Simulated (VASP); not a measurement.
Input of a VASP 6.6.1 run:

POSCAR

```
SnO2
1.0
   -0.0922181978      2.4412487738      2.4412487738
    2.4412487738     -0.0922181978      2.4412487738
    2.4412487738      2.4412487738     -0.0922181978
Sn O
1 2
Direct
    0.0000000000      0.0000000000      0.0000000000
    0.2523282179      0.2523282179      0.2523282179
    0.7476717821      0.7476717821      0.7476717821
```

The input INCAR.step1:

```
SYSTEM = SnO2
PREC     = Accurate       ! precision mode
ENCUT    = 520            ! plane-wave cutoff, eV
ISMEAR   = 0              ! smearing method
SIGMA    = 0.01           ! smearing width, eV
LREAL    = .False.        ! projectors in reciprocal space
LASPH    = .True.         ! aspherical terms in the spheres
NELM     = 60             ! most SCF steps
NBANDS   = 20             ! bands
GGA      = PE             ! functional
ALGO     = Normal         ! electronic algorithm
EDIFF    = 1E-4           ! SCF threshold, eV
LWAVE    = .True.         ! write WAVECAR
LCHARG   = .False.        ! write CHGCAR
```

Contents of INCAR.step2:

```
SYSTEM = SnO2
PREC     = Accurate       ! precision mode
ENCUT    = 520            ! plane-wave cutoff, eV
EDIFF    = 1E-6           ! SCF threshold, eV
ISMEAR   = 0              ! smearing method
SIGMA    = 0.01           ! smearing width, eV
LREAL    = .False.        ! projectors in reciprocal space
LASPH    = .True.         ! aspherical terms in the spheres
NELM     = 60             ! most SCF steps
ALGO     = Normal         ! electronic algorithm
ISIF     = 2              ! what is computed and relaxed
LWAVE    = .False.        ! write WAVECAR
LCHARG   = .False.        ! write CHGCAR
METAGGA  = R2SCAN         ! meta-GGA
LMIXTAU  = .True.       
NBANDS   = 20             ! bands
ISTART   = 1
```

KPOINTS

```
Automatic mesh
0
Gamma
  8 8 8
  0 0 0
```

Potentials or basis: VASP PAW PBE potentials, release 64 (Sn_d, O).

Launch:

```bash
$ cat potpaw_PBE.64/Sn_d/POTCAR potpaw_PBE.64/O/POTCAR > POTCAR
$ cp INCAR.step1 INCAR
$ mpirun -np 1 vasp_std > vasp.out
$ cp INCAR.step2 INCAR
$ mpirun -np 1 vasp_std > vasp.out
```

Q: Predict the band gap on the k mesh.

A: 1.51 eV, indirect (least direct gap 2.95 eV).

Q: Estimate the pressure.

A: 16.7 GPa.

Q: Estimate the largest force.

A: 0.028 eV/Å.

Forces in eV/Å, atoms in the order of the input:
```
Sn   0.000  0.000  0.000
O    0.016  0.016  0.016
O   -0.016 -0.016 -0.016
```

Caveat: the cell differs from its parent crystal (strain along [111] -5.5%); the PAW data sets were made with another functional, which shifts forces and pressure a little; spin-orbit coupling is left out, which moves the levels of the heavy elements. A k mesh can miss the band edges.
